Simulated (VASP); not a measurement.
# Al3Ni2 (P-3m1) in VASP: further runs

Al3Ni2 is run at these levels: r2SCAN; tasks: single point.

Everything below comes from runs of VASP 6.6.1. Logs are shortened: lines on timing, memory, paths and dates and some standing lists are left out, and cuts for length are marked.

## 1. The cell of the first run

Symmetry: P-3m1, No. 164, trigonal system. The conventional cell has a = 3.922 Å, b = 3.922 Å, c = 4.768 Å, α = 90.00°, β = 90.00°, γ = 120.00°. Within 3.1 Å of Al (site symmetry -3m) lie 6 Ni at 2.37 Å and 6 Al at 2.82 Å. Within 3.1 Å of Al (site symmetry 3m) lie 5 Ni at 2.38 to 2.47 Å and 6 Al at 2.66 to 2.82 Å. Ni (site symmetry 3m) has 8 Al at 2.37 to 2.47 Å and 3 Ni at 2.66 Å within 3.1 Å.

## 2. Single point, r2SCAN (12.71 Å³/atom)

The input, POSCAR:

```
Al3Ni2
1.0
    3.9224259733      0.0000000000      0.0000000000
   -1.9612129867      3.3969205373      0.0000000000
    0.0000000000      0.0000000000      4.7683632147
Al Ni
3 2
Direct
    0.0000000000      0.0000000000      0.0000000000
    0.3333333333      0.6666666667      0.6472733671
    0.6666666667      0.3333333333      0.3527266329
    0.3333333333      0.6666666667      0.1469330024
    0.6666666667      0.3333333333      0.8530669976
```

The input, INCAR.step1:

```
PREC     = Accurate       # precision mode
ENCUT    = 660            # plane-wave cutoff, eV
ISMEAR   = 0              # smearing method
SIGMA    = 0.1            # smearing width, eV
LREAL    = F              # projectors in reciprocal space
LASPH    = T              # aspherical terms in the spheres
NELM     = 120            # most SCF steps
NBANDS   = 22             # bands
GGA      = PE             # functional
ALGO     = Normal         # electronic algorithm
EDIFF    = 1E-5           # SCF threshold, eV
LWAVE    = T              # write WAVECAR
LCHARG   = F              # write CHGCAR
GGA_COMPAT= F
```

The input, INCAR.step2:

```
PREC     = Accurate       # precision mode
ENCUT    = 660            # plane-wave cutoff, eV
EDIFF    = 1E-6           # SCF threshold, eV
ISMEAR   = 0              # smearing method
SIGMA    = 0.1            # smearing width, eV
LREAL    = F              # projectors in reciprocal space
LASPH    = T              # aspherical terms in the spheres
NELM     = 120            # most SCF steps
ALGO     = Normal         # electronic algorithm
ISIF     = 2              # what is computed and relaxed
LWAVE    = F              # write WAVECAR
LCHARG   = T              # write CHGCAR
METAGGA  = R2SCAN         # meta-GGA
LMIXTAU  = T            
LELF     = T              # ELF
LVHAR    = T            
NBANDS   = 22             # bands
ISTART   = 1            
GGA_COMPAT= F
```

The input, KPOINTS:

```
regular mesh
0
Gamma
  12 12 8
```

Potentials or basis: VASP PAW PBE potentials, release 64 (Al, Ni).

Launch:

```sh
$ cat potpaw_PBE.64/Al/POTCAR potpaw_PBE.64/Ni/POTCAR > POTCAR
$ cp INCAR.step1 INCAR
$ mpirun -np 1 vasp_std > vasp.out
$ cp INCAR.step2 INCAR
$ mpirun -np 1 vasp_std > vasp.out
```

OUTCAR:

```text
PREC = Accurate
   ENCUT = 660
   EDIFF = 1E-6
   ISMEAR = 0
   LREAL = F
   LASPH = T
   NELM = 120
   ISIF = 2
   METAGGA = R2SCAN
   ISTART = 1

 ion  position               nearest neighbor table
   1  0.000  0.000  0.000-   4 2.37   5 2.37   4 2.37   5 2.37   5 2.37   4 2.37   2 2.82   3 2.82
                             2 2.82   3 2.82   2 2.82   3 2.82
   2  0.333  0.667  0.647-   4 2.38   4 2.39   5 2.47   5 2.47   5 2.47   3 2.66   3 2.66   3 2.66
                             1 2.82   1 2.82   1 2.82
   3  0.667  0.333  0.353-   5 2.38   5 2.39   4 2.47   4 2.47   4 2.47   2 2.66   2 2.66   2 2.66
                             1 2.82   1 2.82   1 2.82
   4  0.333  0.667  0.147-   1 2.37   1 2.37   1 2.37   2 2.38   2 2.39   3 2.47   3 2.47   3 2.47
                             5 2.66   5 2.66   5 2.66
   5  0.667  0.333  0.853-   1 2.37   1 2.37   1 2.37   3 2.38   3 2.39   2 2.47   2 2.47   2 2.47
                             4 2.66   4 2.66   4 2.66

  LATTYP: Found a hexagonal cell.
 ALAT       =     3.9224259733
 C/A-ratio  =     1.2156668468

  Lattice vectors:

 A1 = (   3.9224259733,   0.0000000000,   0.0000000000)
 A2 = (  -1.9612129867,   3.3969205373,   0.0000000000)
 A3 = (   0.0000000000,   0.0000000000,   4.7683632147)

Analysis of symmetry for initial positions (statically):
=====================================================================
 Subroutine PRICEL returns:
 Original cell was already a primitive cell.

 Routine SETGRP: Setting up the symmetry group for a
 hexagonal supercell.

 Subroutine GETGRP returns: Found 12 space group operations
 (whereof 12 operations were pure point group operations)
 out of a pool of 24 trial point group operations.

The static configuration has the point symmetry D_3d.

Analysis of symmetry for dynamics (positions and initial velocities):
=====================================================================
 Subroutine PRICEL returns:
 Original cell was already a primitive cell.

 Routine SETGRP: Setting up the symmetry group for a
 hexagonal supercell.

 Subroutine GETGRP returns: Found 12 space group operations
 (whereof 12 operations were pure point group operations)
 out of a pool of 24 trial point group operations.

The dynamic configuration has the point symmetry D_3d.

 Subroutine INISYM returns: Found 12 space group operations
 (whereof 12 operations are pure point group operations),
 and found     1 'primitive' translations

----------------------------------------------------------------------------------------

                                     Primitive cell

  volume of cell :      63.5345

  direct lattice vectors                    reciprocal lattice vectors
     3.922425973  0.000000000  0.000000000     0.254944263  0.147192139  0.000000000
    -1.961212987  3.396920537  0.000000000     0.000000000  0.294384278  0.000000000
     0.000000000  0.000000000  4.768363215     0.000000000  0.000000000  0.209715568

  length of vectors
     3.922425973  3.922425973  4.768363215     0.294384278  0.294384278  0.209715568

  position of ions in fractional coordinates (direct lattice)
     0.000000000  0.000000000  0.000000000
     0.333333333  0.666666667  0.647273367
     0.666666667  0.333333333  0.352726633
     0.333333333  0.666666667  0.146933002
     0.666666667  0.333333333  0.853066998

  ion indices of the primitive-cell ions
   primitive index   ion index
                 1           1
                 2           2
                 3           3
                 4           4
                 5           5

----------------------------------------------------------------------------------------

 KPOINTS: regular mesh

Automatic generation of k-mesh.
 Grid dimensions read from file:
 generate k-points for:   12   12    8

 Generating k-lattice:

  Cartesian coordinates                     Fractional coordinates (reciprocal lattice)
     0.021245355  0.012266012  0.000000000     0.083333333  0.000000000  0.000000000
     0.000000000  0.024532023  0.000000000     0.000000000  0.083333333  0.000000000
     0.000000000  0.000000000  0.026214446     0.000000000  0.000000000  0.125000000

  Length of vectors
     0.024532023  0.024532023  0.026214446

  Shift w.r.t. Gamma in fractional coordinates (k-lattice)
     0.000000000  0.000000000  0.000000000

 Subroutine IBZKPT returns following result:
 ===========================================

 Found    131 irreducible k-points:

 Following reciprocal coordinates:
            Coordinates               Weight
  0.000000  0.000000  0.000000      1.000000
  0.083333 -0.000000  0.000000      6.000000
  0.166667 -0.000000  0.000000      6.000000
  0.250000 -0.000000  0.000000      6.000000
  0.333333 -0.000000  0.000000      6.000000
  0.416667 -0.000000  0.000000      6.000000
[... 16 lines left out ...]
  0.166667 -0.000000  0.125000      6.000000
  0.000000  0.166667  0.125000      6.000000
 [... further k-points ...]
   k-points           NKPTS =    131   k-points in BZ     NKDIM =    131   number of bands    NBANDS=     22
   number of dos      NEDOS =    301   number of ions     NIONS =      5
   total plane-waves  NPLWV =  51840
   dimension x,y,z NGX =    36 NGY =   36 NGZ =   40
   dimension x,y,z NGXF=    72 NGYF=   72 NGZF=   80
   ions per type =               3   2
   NGX,Y,Z   is equivalent  to a cutoff of  15.26, 15.26, 13.95 a.u.
   NGXF,Y,Z  is equivalent  to a cutoff of  30.52, 30.52, 27.89 a.u.
 SYSTEM =  unknown system
   PREC   = accura    normal or accurate (medium, high low for compatibility)
   ISTART =      1    job   : 0-new  1-cont  2-samecut
   ICHARG =      0    charge: 1-file 2-atom 10-const
   ISPIN  =      1    spin polarized calculation?
   LNONCOLLINEAR =      F non collinear calculations
   LSORBIT =      F    spin-orbit coupling
   LASPH  =      T    aspherical Exc in radial PAW
   ENCUT  =  660.0 eV  48.51 Ry    6.96 a.u.   8.22  8.22  9.99*2*pi/ulx,y,z
   NELM   =    120;   NELMIN=  2; NELMDL=  0     # of ELM steps
   EDIFF  = 0.1E-05   stopping-criterion for ELM
   LREAL  =      F    real-space projection
   EDIFFG = 0.1E-04   stopping-criterion for IOM
   NSW    =      0    number of steps for IOM
   IBRION =     -1    ionic relax: 0-MD 1-quasi-New 2-CG
   NFREE  =      0    steps in history (QN), initial steepest desc. (CG)
   ISIF   =      2    stress and relaxation
   ISYM   =      2    0-nonsym 1-usesym 2-fastsym
   POTIM  = 0.5000    time-step for ionic-motion
   TEBEG  =    0.0;   TEEND  =   0.0 temperature during run
   PSTRESS=    0.0 pullay stress
   NELECT =      29.0000    total number of electrons
   NUPDOWN=      -1.0000    fix difference up-down
   EMIN   =  10.00;   EMAX   =-10.00  energy-range for DOS
   EFERMI =   0.00;   METHOD = LEGACY
   ISMEAR =     0;   SIGMA  =   0.10  broadening in eV -4-tet -1-fermi 0-gaus
   EFERMI_NEDOS =   21; number of points for ismear=-14 and -15
   IALGO  =     38    algorithm
   IMIX   =      4    mixing-type and parameters
     AMIX     =   0.40;   BMIX     =  1.00
     AMIX_MAG =   1.60;   BMIX_MAG =  1.00
  volume/ion in A,a.u.               =      12.71        85.75
  Fermi-wavevector in a.u.,A,eV,Ry     =   1.260485  2.381971 21.617241  1.588822
  Thomas-Fermi vector in A             =   2.393992
   LORBIT       =      0    0 simple, 1 ext, 2 COOP (PROOUT), +10 PAW based schemes
   METAGGA = R2SCAN    functional components
   LHFCALC =     F    Hartree Fock is set to
   AEXX    =    0.0000 exact exchange contribution
   IVDW    =     0    specifies the selected vdW correction
   LEPSILON=     F    determine dielectric tensor
   LRPA    =     F    only Hartree local field effects (RPA)
 non-spin polarized calculation
 Gauss-broadening in eV      SIGMA  =   0.10
  energy-cutoff  :      660.00
  volume of cell :       63.53
 maximum number of plane-waves:      2480
 NGX is ok and might be reduce to    36
   NGX = 17   NGY = 17   NGZ = 19

 number of electron      28.9999993 magnetization

 Free energy of the ion-electron system (eV)
  ---------------------------------------------------
  ext. energy  EPLUGINS =         0.00000000
  ---------------------------------------------------
  free energy    TOTEN  =       -47.24132942 eV

  energy without entropy =      -47.23573140  energy(sigma->0) =      -47.23853041

 E-fermi :   9.1958     XC(G=0): -12.3528

 val. band max:        9.1871876593   @ k =   0.0833   0.0833   0.0000
 cond. band min:       9.2057064545   @ k =   0.2500   0.0833   0.3750
 fundamental gap:      0.0185187953
 Fermi energy:         9.1958445436

 k-point     1 :       0.0000    0.0000    0.0000
  band No.  band energies     occupation
      1      -2.3127      2.00000
      2       3.4673      2.00000
      3       3.9659      2.00000
      4       5.1989      2.00000
      5       5.1989      2.00000
      6       5.8605      2.00000
[... 14 lines left out ...]
     21      16.9864      0.00000
     22      17.0756      0.00000

 k-point     2 :       0.0833   -0.0000    0.0000
  band No.  band energies     occupation
      1      -2.2169      2.00000
      2       3.5268      2.00000
      3       4.0010      2.00000
      4       5.1585      2.00000
      5       5.2375      2.00000
      6       5.8111      2.00000
[... 14 lines left out ...]
     21      16.3414      0.00000
     22      16.4282      0.00000

 k-point     3 :       0.1667   -0.0000    0.0000
  band No.  band energies     occupation
      1      -1.9311      2.00000
      2       3.6888      2.00000
      3       4.0714      2.00000
      4       5.0168      2.00000
      5       5.3513      2.00000
      6       5.6623      2.00000
[... 14 lines left out ...]
     21      16.1320      0.00000
     22      16.4088      0.00000

 k-point     4 :       0.2500   -0.0000    0.0000
  band No.  band energies     occupation
      1      -1.4600      2.00000
      2       3.8249      2.00000
      3       4.0103      2.00000
      4       4.7861      2.00000
      5       5.5333      2.00000
      6       5.5385      2.00000
[... 14 lines left out ...]
     21      16.3533      0.00000
     22      16.7128      0.00000

 k-point     5 :       0.3333   -0.0000    0.0000
  band No.  band energies     occupation
      1      -0.8130      2.00000
      2       3.1259      2.00000
      3       4.0961      2.00000
      4       4.8429      2.00000
      5       5.6115      2.00000
      6       5.7587      2.00000
[... 417 lines left out ...]
 k-point    22 :       0.0000    0.0833    0.1250
  band No.  band energies     occupation
      1      -2.1115      2.00000
      2       2.6896      2.00000
      3       4.5309      2.00000
      4       5.1616      2.00000
      5       5.2115      2.00000
      6       5.8058      2.00000
[... 14 lines left out ...]
     21      15.4408      0.00000
     22      16.0333      0.00000

 k-point    23 :       0.1667   -0.0000    0.1250
  band No.  band energies     occupation
      1      -1.8259      2.00000
      2       2.8969      2.00000
      3       4.4420      2.00000
      4       5.0963      2.00000
      5       5.3536      2.00000
      6       5.6741      2.00000
[... 14 lines left out ...]
     21      16.0772      0.00000
     22      16.9686      0.00000

 k-point    24 :       0.0000    0.1667    0.1250
  band No.  band energies     occupation
      1      -1.8263      2.00000
      2       2.9040      2.00000
      3       4.5128      2.00000
      4       5.0086      2.00000
      5       5.3150      2.00000
      6       5.7082      2.00000
[... 14 lines left out ...]
     21      16.2543      0.00000
     22      16.5743      0.00000

 [... further k-points ...]

------------------------ aborting loop because EDIFF is reached ----------------------------------------

  FORCE on cell =-STRESS in cart. coord.  units (eV):
  Direction    XX          YY          ZZ          XY          YZ          ZX
  --------------------------------------------------------------------------------------
  -------------------------------------------------------------------------------------
  Total        3.9013762      3.9013762      3.9244201     -0.0000000     -0.0000000     -0.0000000
  in kB       98.3827458     98.3827458     98.9638544     -0.0000000     -0.0000000     -0.0000000
  external PRESSURE =      98.5764486 kB  Pullay stress =       0.0000000 kB

 VOLUME and BASIS-vectors are now :
 -----------------------------------------------------------------------------
  energy-cutoff  :      660.00
  volume of cell :       63.53
      direct lattice vectors                 reciprocal lattice vectors
     3.922425973  0.000000000  0.000000000     0.254944263  0.147192139  0.000000000
    -1.961212987  3.396920537  0.000000000     0.000000000  0.294384278  0.000000000
     0.000000000  0.000000000  4.768363215     0.000000000  0.000000000  0.209715568

 POSITION                                       TOTAL-FORCE (eV/Angst)
 -----------------------------------------------------------------------------------
      0.00000      0.00000      0.00000         0.000000      0.000000     -0.000000
     -0.00000      2.26461      3.08643         0.000000      0.000000      0.008108
      1.96121      1.13231      1.68193        -0.000000     -0.000000     -0.008108
     -0.00000      2.26461      0.70063        -0.000000      0.000000      0.024154
      1.96121      1.13231      4.06773         0.000000     -0.000000     -0.024154
 -----------------------------------------------------------------------------------
    total drift:                               -0.000000      0.000000     -0.000000

  FREE ENERGIE OF THE ION-ELECTRON SYSTEM (eV)
  ---------------------------------------------------
  free  energy   TOTEN  =       -47.2413294197 eV

  energy  without entropy=      -47.2357313953  energy(sigma->0) =      -47.23853041
```

Wall time 6.3 min (1 thread of Intel Xeon 6975P-C (Granite Rapids), shared host); peak memory 0.39 GiB.

What came out:

* Free energy: -47.2413 eV
* Pressure: 9.9 GPa
* Largest force: 0.024 eV/Å
* Band gap on the k mesh: zero (an odd number of electrons rules out a gap without spin polarisation)

Forces in eV/Å, atoms in the order of the input:
```
Al   0.000  0.000  0.000
Al   0.000  0.000  0.008
Al   0.000  0.000 -0.008
Ni   0.000  0.000  0.024
Ni   0.000  0.000 -0.024
```

Caveat: the cell stands under pressure; the PAW data sets were made with another functional, which shifts forces and pressure a little. Spin polarisation is off, so any magnetic state and its effect on volume and gap are missing.

## 3. Single point, r2SCAN (13.11 Å³/atom)

This run uses another cell than the first one, of 13.11 Å³/atom.

The input, POSCAR:

```
Al3Ni2
1.0
    3.9650350785      0.0000000000      0.0000000000
   -1.9825175392      3.4338211048      0.0000000000
    0.0000000000      0.0000000000      4.8153588153
Al Ni
3 2
Direct
    0.0000000000      0.0000000000      0.0000000000
    0.3333333333      0.6666666667      0.6478244342
    0.6666666667      0.3333333333      0.3521755658
    0.3333333333      0.6666666667      0.1465291917
    0.6666666667      0.3333333333      0.8534708083
```

The input, INCAR.step1:

```
SYSTEM = Al3Ni2
  PREC = Accurate
  ENCUT = 660
  ISMEAR = 0
  SIGMA = 0.1
  LREAL = .False.
  LASPH = .True.
  NELM = 120
  NBANDS = 22
  GGA = PE
  ALGO = Normal
  EDIFF = 1E-5
  LWAVE = .True.
  LCHARG = .False.
  GGA_COMPAT = .False.
```

The input, INCAR.step2:

```
SYSTEM = Al3Ni2
  PREC = Accurate
  ENCUT = 660
  EDIFF = 1E-6
  ISMEAR = 0
  SIGMA = 0.1
  LREAL = .False.
  LASPH = .True.
  NELM = 120
  ALGO = Normal
  ISIF = 2
  LWAVE = .False.
  LCHARG = .False.
  METAGGA = R2SCAN
  LMIXTAU = .True.
  NBANDS = 22
  ISTART = 1
  GGA_COMPAT = .False.
```

The input, KPOINTS:

```
Automatic mesh
0
Gamma
  12 12 8
  0 0 0
```

Potentials or basis: VASP PAW PBE potentials, release 64 (Al, Ni).

Launch:

```sh
$ cat potpaw_PBE.64/Al/POTCAR potpaw_PBE.64/Ni/POTCAR > POTCAR
$ cp INCAR.step1 INCAR
$ mpirun -np 1 vasp_std > vasp.out
$ cp INCAR.step2 INCAR
$ mpirun -np 1 vasp_std > vasp.out
```

Wall time 6.7 min (1 thread of Intel Xeon 6975P-C (Granite Rapids), shared host); peak memory 0.39 GiB.

It converged, with:

```
Free energy            : -47.3314 eV
Pressure               : 4.4 GPa
Largest force          : 0.023 eV/Å
Band gap on the k mesh : zero (an odd number of electrons rules out a gap without spin polarisation)
```

Forces in eV/Å, atoms in the order of the input:
```
Al   0.000  0.000  0.000
Al   0.000  0.000  0.007
Al   0.000  0.000 -0.007
Ni   0.000  0.000  0.023
Ni   0.000  0.000 -0.023
```

Levels at points of the mesh, in eV from the Fermi level:
```tsv
k point	band 11	band 12	band 13	band 14	band 15	band 16	band 17	band 18	band 19	band 20
(0.00, 0.00, 0.00)	-1.79	-1.79	-1.38	1.32	1.32	3.36	3.36	5.16	5.42	7.61
(0.50, 0.00, 0.00)	-2.20	-1.98	-1.66	-1.66	-1.37	1.54	2.39	2.56	5.04	5.67
(0.00, 0.00, 0.50)	-1.91	-1.91	2.93	2.93	2.98	2.98	3.43	4.63	4.70	4.70
(0.50, 0.00, 0.50)	-2.04	-1.89	-1.85	-1.11	-0.40	1.66	2.44	3.63	6.93	7.98
```

Caveat: the cell stands under pressure; the PAW data sets were made with another functional, which shifts forces and pressure a little.

(Part 1 of 2 ends here.)
